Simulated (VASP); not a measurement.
Crystal: CuI.

```xyz
2
Lattice="0.0000 3.0315 3.0315 3.0315 0.0000 3.0315 3.0315 3.0315 0.0000" Properties=species:S:1:pos:R:3 pbc="T T T"
I     0.0000    0.0000    0.0000
Cu    4.5473    4.5473    4.5473
```

Base run:

* Program: VASP 6.6.1
* Functional: revPBE
* Potentials or basis: VASP PAW PBE potentials, release 64 (I, Cu)
* Cutoff: 520 eV
* k mesh: 8 × 8 × 8
* Occupations: fermi-dirac, width 0.05 eV
* Spin: no spin polarisation

Its results: band gap on the k mesh 1.24 eV; pressure 1.8 GPa.

The run is repeated on the same cell with these changes: functional from revPBE to PBE-based screened hybrid with 10 % exact exchange; k mesh from 8 × 8 × 8 to 4 × 4 × 4. What comes out?

Band gap on the k mesh 1.72 eV; pressure 0.5 GPa.

Several settings changed at once.

Caveats: some runs use coarse meshes; the PAW data sets were made with another functional, which shifts forces and pressure a little; spin-orbit coupling is left out, which moves the levels of the heavy elements.

